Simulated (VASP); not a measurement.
Input of a VASP 6.6.1 run:

Contents of INCAR:

```
PREC = Accurate
ENCUT = 520
EDIFF = 1E-7
ISMEAR = 0
SIGMA = 0.05
LREAL = F
LASPH = T
NELM = 100
ALGO = Normal
ISIF = 2
LWAVE = F
LCHARG = F
GGA = PE
NBANDS = 24
```

The input KPOINTS:

```
Automatic mesh
0
Gamma
  12 12 6
```

File POSCAR:

```
ZrC
1.0
    3.8068242860      0.0000000000      0.0000000000
   -1.9034121430      3.2968065394      0.0000000000
    0.0000000000      0.0000000000      4.6480253171
Zr C
2 2
Direct
    0.6666666667      0.3333333333      0.0675163476
    0.3333333333      0.6666666667      0.5675163476
    0.6666666667      0.3333333333      0.5576836524
    0.3333333333      0.6666666667      0.0576836524
```

Potentials or basis: VASP PAW PBE potentials, release 64 (Zr_sv, C).

Run with:

```bash
$ cat potpaw_PBE.64/Zr_sv/POTCAR potpaw_PBE.64/C/POTCAR > POTCAR
$ mpirun -np 1 vasp_std > vasp.out
```

Predict the band gap on the k mesh.

zero (bands 16 and 17 overlap by 1.21 eV).

Predict the largest force.

0.008 eV/Å.

Predict the pressure.

11.1 GPa.

Forces in eV/Å, atoms in the order of the input:
```
Zr   0.000  0.000 -0.008
Zr   0.000  0.000 -0.008
C    0.000  0.000  0.008
C    0.000  0.000  0.008
```

Caveat: the cell stands under pressure.
